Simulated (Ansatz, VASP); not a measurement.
One calculation of Ga, two programs

POSCAR

```
Ga
1.0
    4.4760119016      0.0000000000      0.0000000000
   -2.2380059508      3.8763400144      0.0000000000
    0.0000000000      0.0000000000      2.9129160154
Ga
3
Direct
    0.0000000000      1.0000000000      0.0000000000
    0.3333333333      0.6666666667      0.5000000000
    0.6666666667      0.3333333333      0.5000000000
```

INCAR.step1

```
SYSTEM = Ga
  PREC = Accurate
  ENCUT = 520
  ISMEAR = -1
  SIGMA = 0.1
  LREAL = .FALSE.
  LASPH = .TRUE.
  NELM = 80
  NBANDS = 26
  GGA = PE
  ALGO = Normal
  EDIFF = 1E-4
  LWAVE = .TRUE.
  LCHARG = .FALSE.
```

The input INCAR.step2:

```
SYSTEM = Ga
  PREC = Accurate
  ENCUT = 520
  EDIFF = 1E-7
  ISMEAR = -1
  SIGMA = 0.1
  LREAL = .FALSE.
  LASPH = .TRUE.
  NELM = 80
  ALGO = Normal
  ISIF = 2
  LWAVE = .FALSE.
  LCHARG = .TRUE.
  METAGGA = R2SCAN
  LMIXTAU = .TRUE.
  LELF = .TRUE.
  LVHAR = .TRUE.
  NBANDS = 26
  ISTART = 1
```

Contents of KPOINTS:

```
Automatic mesh
0
G
  9 9 12
  0 0 0
```

Input for Ansatz:

```yaml
crystal:
  lattice:
    - [4.4760119016, 0.0, 0.0]
    - [-2.2380059508, 3.8763400144, 0.0]
    - [0.0, 0.0, 2.9129160154]
  atoms:
    - { symbol: Ga, position: [0.0, 1.0, 0.0] }
    - { symbol: Ga, position: [0.3333333333, 0.6666666667, 0.5] }
    - { symbol: Ga, position: [0.6666666667, 0.3333333333, 0.5] }
hamiltonian:
  xc: r2scan
  pseudopotentials:
    kind: paw
    azcp:
      Ga: "pseudopotentials/Ga.paw.azcp"
basis:
  ecutwfc: 500
  fft_grid_basis: typed
kpoints:
  mp_grid: { grid: [9, 9, 12], shift: [0, 0, 0] }
magnetization:
  spin_polarized: false
scf:
  occupations: { method: fermi_dirac, width: 0.1 }
  lower_state_search: "off"
output:
  stress: true
```

Alike in both runs: task single point; functional r2SCAN; k mesh 9 × 9 × 12; occupations fermi-dirac, width 0.1 eV; no spin polarisation.

|  | VASP | Ansatz |
| --- | --- | --- |
| version | VASP 6.6.1 | Ansatz 0.2.0 |
| potentials or method | VASP PAW PBE potentials, release 64 (Ga_d), cutoff 520 eV | plane waves (500 eV) with PAW, scalar-relativistic |
| valence electrons in the cell | 39 | 39 |

```tsv
	VASP	Ansatz	Ansatz less VASP
pressure (GPa)	5.9	5.8	-0.11
traceless stress, the component that is largest in VASP (GPa)	-0.59	-0.58	+0.009
```

VASP's potentials were made for PBE, not for r2SCAN. The functional is the same, so the differences come from potentials, cutoffs and numerics.
